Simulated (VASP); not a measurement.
# GaPtC2N2 (P-1) in VASP: single point with PBE

Aim: the single point of GaPtC2N2 with PBE.

Program: VASP 6.6.1. These are calculated values, not measurements. Logs are shortened: lines on timing, memory, paths and dates and some standing lists are left out, and cuts for length are marked.

## Step 1: The cell of the first run

The typed cell holds 6 atoms: a = 2.976 Å, b = 2.976 Å, c = 10.665 Å, α = 97.57°, β = 97.77°, γ = 120.07°.

## Step 2: Single point, PBE

INCAR reads:

```
SYSTEM = GaPtC2N2
PREC = Accurate
ENCUT = 600
EDIFF = 1E-6
ISMEAR = 0
SIGMA = 0.1
LREAL = .FALSE.
LASPH = .TRUE.
NELM = 120
ALGO = Normal
ISIF = 2
LWAVE = .FALSE.
LCHARG = .FALSE.
GGA = PE
NBANDS = 34
GGA_COMPAT = .FALSE.
```

KPOINTS reads:

```
regular mesh
0
G
  6 6 2
  0 0 0
```

POSCAR reads:

```
GaPtC2N2
1.0
    2.9734763147     -0.0497364687     -0.1218557870
   -1.4576621993      2.5853595210     -0.2116060178
   -1.0336881474     -1.3382654715     10.5299974520
Ga Pt C N
1 1 2 2
Direct
    0.5000000000      0.5000000000      0.5000000000
    0.0000000000      0.0000000000      0.0000000000
    0.8081291955      0.8078671560      0.8092869390
    0.1918708045      0.1921328440      0.1907130610
    0.6926614085      0.6919215859      0.6958421371
    0.3073385915      0.3080784141      0.3041578629
```

Potentials or basis: VASP PAW PBE potentials, release 64 (Ga_d, Pt_sv_GW, C, N).

Started as:

```console
$ cat potpaw_PBE.64/Ga_d/POTCAR potpaw_PBE.64/Pt_sv_GW/POTCAR potpaw_PBE.64/C/POTCAR potpaw_PBE.64/N/POTCAR > POTCAR
$ mpirun -np 1 vasp_std > vasp.out
```

OUTCAR:

```text
SYSTEM = GaPtC2N2
   PREC = Accurate
   ENCUT = 600
   EDIFF = 1E-6
   ISMEAR = 0
   LREAL = .FALSE.
   LASPH = .TRUE.
   NELM = 120
   ISIF = 2
   GGA = PE

 ion  position               nearest neighbor table
   1  0.500  0.500  0.500-   5 2.01   6 2.01
   2  0.000  0.000  0.000-   3 1.96   4 1.96
   3  0.808  0.808  0.809-   5 1.17   2 1.96
   4  0.192  0.192  0.191-   6 1.17   2 1.96
   5  0.693  0.692  0.696-   3 1.17   1 2.01
   6  0.307  0.308  0.304-   4 1.17   1 2.01

  LATTYP: Found a triclinic cell.
 ALAT       =     2.9729233880
 B/A-ratio  =     1.0011652995
 C/A-ratio  =     3.4571731021
 COS(alpha) =     0.0042996544
 COS(beta)  =     0.0120013207
 COS(gamma) =     0.4997143416

  Lattice vectors:

 A1 = (  -1.5158141154,  -2.5356230523,   0.3334618048)
 A2 = (  -2.9734763147,   0.0497364687,   0.1218557870)
 A3 = (  -0.4821259680,  -1.1973575808, -10.1965356472)

Analysis of symmetry for initial positions (statically):
=====================================================================
 Subroutine PRICEL returns:
 Original cell was already a primitive cell.

 Routine SETGRP: Setting up the symmetry group for a
 triclinic supercell.

 Subroutine GETGRP returns: Found  2 space group operations
 (whereof  2 operations were pure point group operations)
 out of a pool of  2 trial point group operations.

The static configuration has the point symmetry S_2 .

Analysis of symmetry for dynamics (positions and initial velocities):
=====================================================================
 Subroutine PRICEL returns:
 Original cell was already a primitive cell.

 Routine SETGRP: Setting up the symmetry group for a
 triclinic supercell.

 Subroutine GETGRP returns: Found  2 space group operations
 (whereof  2 operations were pure point group operations)
 out of a pool of  2 trial point group operations.

The dynamic configuration has the point symmetry S_2 .

 Subroutine INISYM returns: Found  2 space group operations
 (whereof  2 operations are pure point group operations),
 and found     1 'primitive' translations

----------------------------------------------------------------------------------------

                                     Primitive cell

  volume of cell :      78.7697

  direct lattice vectors                    reciprocal lattice vectors
     2.973476315 -0.049736469 -0.121855787     0.342017810  0.197638326  0.058692541
    -1.457662199  2.585359521 -0.211606018     0.008719091  0.395897569  0.051170845
    -1.033688147 -1.338265471 10.529997452     0.004133131  0.010242897  0.096674295

  length of vectors
     2.976387734  2.975506687 10.664910314     0.399351856  0.399286066  0.097303233

  position of ions in fractional coordinates (direct lattice)
     0.500000000  0.500000000  0.500000000
     0.000000000  0.000000000  0.000000000
     0.808129196  0.807867156  0.809286939
     0.191870804  0.192132844  0.190713061
     0.692661409  0.691921586  0.695842137
     0.307338591  0.308078414  0.304157863

  ion indices of the primitive-cell ions
   primitive index   ion index
                 1           1
                 2           2
                 3           3
                 4           4
                 5           5
                 6           6

----------------------------------------------------------------------------------------

 KPOINTS: regular mesh

Automatic generation of k-mesh.
 Grid dimensions read from file:
 generate k-points for:    6    6    2

 Generating k-lattice:

  Cartesian coordinates                     Fractional coordinates (reciprocal lattice)
     0.057002968  0.032939721  0.009782090     0.166666667 -0.000000000 -0.000000000
     0.001453182  0.065982928  0.008528474     0.000000000  0.166666667  0.000000000
     0.002066566  0.005121449  0.048337148     0.000000000  0.000000000  0.500000000

  Length of vectors
     0.066558643  0.066547678  0.048651616

  Shift w.r.t. Gamma in fractional coordinates (k-lattice)
     0.000000000  0.000000000  0.000000000

 Subroutine IBZKPT returns following result:
 ===========================================

 Found     40 irreducible k-points:

 Following reciprocal coordinates:
            Coordinates               Weight
  0.000000  0.000000  0.000000      1.000000
  0.166667  0.000000  0.000000      2.000000
  0.333333  0.000000  0.000000      2.000000
  0.500000  0.000000  0.000000      1.000000
 -0.000000  0.166667  0.000000      2.000000
  0.166667  0.166667 -0.000000      2.000000
[... 16 lines left out ...]
  0.333333  0.000000  0.500000      2.000000
  0.500000  0.000000  0.500000      1.000000
 [... further k-points ...]
   k-points           NKPTS =     40   k-points in BZ     NKDIM =     40   number of bands    NBANDS=     34
   number of dos      NEDOS =    301   number of ions     NIONS =      6
   total plane-waves  NPLWV =  51840
   dimension x,y,z NGX =    24 NGY =   24 NGZ =   90
   dimension x,y,z NGXF=    48 NGYF=   48 NGZF=  180
   ions per type =               1   1   2   2
   NGX,Y,Z   is equivalent  to a cutoff of  13.41, 13.41, 14.03 a.u.
   NGXF,Y,Z  is equivalent  to a cutoff of  26.81, 26.82, 28.06 a.u.
 SYSTEM =  GaPtC2N2
   PREC   = accura    normal or accurate (medium, high low for compatibility)
   ISTART =      0    job   : 0-new  1-cont  2-samecut
   ICHARG =      2    charge: 1-file 2-atom 10-const
   ISPIN  =      1    spin polarized calculation?
   LNONCOLLINEAR =      F non collinear calculations
   LSORBIT =      F    spin-orbit coupling
   LASPH  =      T    aspherical Exc in radial PAW
   ENCUT  =  600.0 eV  44.10 Ry    6.64 a.u.   5.94  5.94 21.30*2*pi/ulx,y,z
   NELM   =    120;   NELMIN=  2; NELMDL= -5     # of ELM steps
   EDIFF  = 0.1E-05   stopping-criterion for ELM
   LREAL  =      F    real-space projection
   EDIFFG = 0.1E-04   stopping-criterion for IOM
   NSW    =      0    number of steps for IOM
   IBRION =     -1    ionic relax: 0-MD 1-quasi-New 2-CG
   NFREE  =      0    steps in history (QN), initial steepest desc. (CG)
   ISIF   =      2    stress and relaxation
   ISYM   =      2    0-nonsym 1-usesym 2-fastsym
   POTIM  = 0.5000    time-step for ionic-motion
   TEBEG  =    0.0;   TEEND  =   0.0 temperature during run
   PSTRESS=    0.0 pullay stress
   NELECT =      49.0000    total number of electrons
   NUPDOWN=      -1.0000    fix difference up-down
   EMIN   =  10.00;   EMAX   =-10.00  energy-range for DOS
   EFERMI =   0.00;   METHOD = LEGACY
   ISMEAR =     0;   SIGMA  =   0.10  broadening in eV -4-tet -1-fermi 0-gaus
   EFERMI_NEDOS =   21; number of points for ismear=-14 and -15
   IALGO  =     38    algorithm
   IMIX   =      4    mixing-type and parameters
     AMIX     =   0.40;   BMIX     =  1.00
     AMIX_MAG =   1.60;   BMIX_MAG =  1.00
  volume/ion in A,a.u.               =      13.13        88.59
  Fermi-wavevector in a.u.,A,eV,Ry     =   1.397506  2.640904 26.572503  1.953024
  Thomas-Fermi vector in A             =   2.520756
   LORBIT       =      0    0 simple, 1 ext, 2 COOP (PROOUT), +10 PAW based schemes
   GGA     = PE    functional components
   LHFCALC =     F    Hartree Fock is set to
   AEXX    =    0.0000 exact exchange contribution
   IVDW    =     0    specifies the selected vdW correction
   LEPSILON=     F    determine dielectric tensor
   LRPA    =     F    only Hartree local field effects (RPA)
 non-spin polarized calculation
 Gauss-broadening in eV      SIGMA  =   0.10
  energy-cutoff  :      600.00
  volume of cell :       78.77
 maximum number of plane-waves:      2656
   NGX = 11   NGY = 11   NGZ = 43

 number of electron      49.0000000 magnetization

 Free energy of the ion-electron system (eV)
  ---------------------------------------------------
  ext. energy  EPLUGINS =         0.00000000
  ---------------------------------------------------
  free energy    TOTEN  =       -41.97334853 eV

  energy without entropy =      -41.96873321  energy(sigma->0) =      -41.97104087

 E-fermi :   4.2811     XC(G=0): -10.7955

 val. band max:        3.5912873775   @ k =  -0.0000   0.5000   0.5000
 cond. band min:       4.3050311412   @ k =   0.5000   0.5000   0.5000
 fundamental gap:      0.7137437638
 Fermi energy:         4.2810760122

 k-point     1 :       0.0000    0.0000    0.0000
  band No.  band energies     occupation
      1     -94.7507      2.00000
      2     -49.2442      2.00000
      3     -48.6026      2.00000
      4     -48.6019      2.00000
      5     -14.4071      2.00000
      6     -14.3068      2.00000
[... 26 lines left out ...]
     33      14.4646      0.00000
     34      14.6954      0.00000

 k-point     2 :       0.1667    0.0000    0.0000
  band No.  band energies     occupation
      1     -94.7489      2.00000
      2     -49.2398      2.00000
      3     -48.6409      2.00000
      4     -48.6122      2.00000
      5     -14.2349      2.00000
      6     -14.1472      2.00000
[... 26 lines left out ...]
     33      14.6683      0.00000
     34      14.9082      0.00000

 k-point     3 :       0.3333    0.0000    0.0000
  band No.  band energies     occupation
      1     -94.7455      2.00000
      2     -49.2309      2.00000
      3     -48.7182      2.00000
      4     -48.6319      2.00000
      5     -13.8659      2.00000
      6     -13.8005      2.00000
[... 26 lines left out ...]
     33      13.3931      0.00000
     34      14.6721      0.00000

 k-point     4 :       0.5000    0.0000    0.0000
  band No.  band energies     occupation
      1     -94.7437      2.00000
      2     -49.2264      2.00000
      3     -48.7565      2.00000
      4     -48.6418      2.00000
      5     -13.6670      2.00000
      6     -13.6106      2.00000
[... 26 lines left out ...]
     33      13.0472      0.00000
     34      14.1693      0.00000

 k-point     5 :      -0.0000    0.1667    0.0000
  band No.  band energies     occupation
      1     -94.7489      2.00000
      2     -49.2398      2.00000
      3     -48.6408      2.00000
      4     -48.6123      2.00000
      5     -14.2347      2.00000
      6     -14.1470      2.00000
[... 621 lines left out ...]
 k-point    22 :       0.1667    0.0000    0.5000
  band No.  band energies     occupation
      1     -94.7489      2.00000
      2     -49.2398      2.00000
      3     -48.6409      2.00000
      4     -48.6122      2.00000
      5     -14.2231      2.00000
      6     -14.1598      2.00000
[... 26 lines left out ...]
     33      14.6968      0.00000
     34      14.9699      0.00000

 k-point    23 :       0.3333    0.0000    0.5000
  band No.  band energies     occupation
      1     -94.7455      2.00000
      2     -49.2310      2.00000
      3     -48.7182      2.00000
      4     -48.6319      2.00000
      5     -13.8750      2.00000
      6     -13.7908      2.00000
[... 26 lines left out ...]
     33      13.2749      0.00000
     34      14.7724      0.00000

 k-point    24 :       0.5000    0.0000    0.5000
  band No.  band energies     occupation
      1     -94.7438      2.00000
      2     -49.2265      2.00000
      3     -48.7565      2.00000
      4     -48.6418      2.00000
      5     -13.6843      2.00000
      6     -13.5922      2.00000
[... 26 lines left out ...]
     33      13.5486      0.00000
     34      14.2083      0.00000

 [... further k-points ...]

------------------------ aborting loop because EDIFF is reached ----------------------------------------

  FORCE on cell =-STRESS in cart. coord.  units (eV):
  Direction    XX          YY          ZZ          XY          YZ          ZX
  --------------------------------------------------------------------------------------
  -------------------------------------------------------------------------------------
  Total       -0.3341881     -0.3048121      0.7749331      0.0183996      0.0175658      0.0060521
  in kB       -6.7973921     -6.1998842     15.7621526      0.3742473      0.3572881      0.1231004
  external PRESSURE =       0.9216254 kB  Pullay stress =       0.0000000 kB

 VOLUME and BASIS-vectors are now :
 -----------------------------------------------------------------------------
  energy-cutoff  :      600.00
  volume of cell :       78.77
      direct lattice vectors                 reciprocal lattice vectors
     2.973476315 -0.049736469 -0.121855787     0.342017810  0.197638326  0.058692541
    -1.457662199  2.585359521 -0.211606018     0.008719091  0.395897569  0.051170845
    -1.033688147 -1.338265471 10.529997452     0.004133131  0.010242897  0.096674295

 POSITION                                       TOTAL-FORCE (eV/Angst)
 -----------------------------------------------------------------------------------
      0.24106      0.59868      5.09827        -0.000000     -0.000000     -0.000000
      0.00000      0.00000      0.00000         0.000000     -0.000000     -0.000000
      0.38881      0.96539      8.25236         0.017952      0.044411      0.364290
      0.09332      0.23196      1.94417        -0.017952     -0.044411     -0.364290
      0.33174      0.82319      7.09640        -0.017310     -0.042416     -0.340463
      0.15039      0.37416      3.10014         0.017310      0.042416      0.340463
 -----------------------------------------------------------------------------------
    total drift:                                0.000000      0.000000      0.000000

  FREE ENERGIE OF THE ION-ELECTRON SYSTEM (eV)
  ---------------------------------------------------
  free  energy   TOTEN  =       -41.9733485288 eV

  energy  without entropy=      -41.9687332123  energy(sigma->0) =      -41.97104087
```

Run time: 80 s. Hardware: 1 thread of Intel Xeon 6975P-C (Granite Rapids), shared host; peak memory 0.31 GiB.

Results:

| Item | Value |
| --- | --- |
| Free energy | -41.9733 eV |
| Pressure | 0.1 GPa |
| Largest force | 0.367 eV/Å |
| Band gap on the k mesh | zero (an odd number of electrons rules out a gap without spin polarisation) |

Forces in eV/Å, atoms in the order of the input:
```
Ga   0.000  0.000  0.000
Pt   0.000  0.000  0.000
C    0.018  0.044  0.364
C   -0.018 -0.044 -0.364
N   -0.017 -0.042 -0.340
N    0.017  0.042  0.340
```

Levels at points of the mesh, in eV from the Fermi level:
```
           k point  band 21  band 22  band 23  band 24  band 25  band 26  band 27  band 28
(0.00, 0.00, 0.00)    -2.61    -2.61    -2.53    -1.53    -1.52     5.27     5.60     5.60
(0.50, 0.00, 0.00)    -3.24    -2.03    -1.39    -0.69     0.03     0.98     1.41     4.30
(0.00, 0.50, 0.00)    -3.24    -2.03    -1.39    -0.69     0.03     0.98     1.41     4.30
(0.50, 0.50, 0.00)    -3.29    -2.11    -1.98    -0.69     0.59     0.86     1.65     3.20
(0.00, 0.00, 0.50)    -2.57    -2.57    -2.25    -1.56    -1.56     4.86     5.78     5.79
(0.50, 0.00, 0.50)    -3.30    -2.10    -1.98    -0.69     0.60     0.87     1.66     3.20
(0.00, 0.50, 0.50)    -3.30    -2.10    -1.98    -0.69     0.60     0.87     1.66     3.20
(0.50, 0.50, 0.50)    -3.23    -2.03    -1.39    -0.69     0.02     0.97     1.40     4.30
```

Caveat: the k points lie up to 0.42 Å⁻¹ apart, too coarse for converged energies and pressures of a metal; spin-orbit coupling is left out, which moves the levels of the heavy elements.
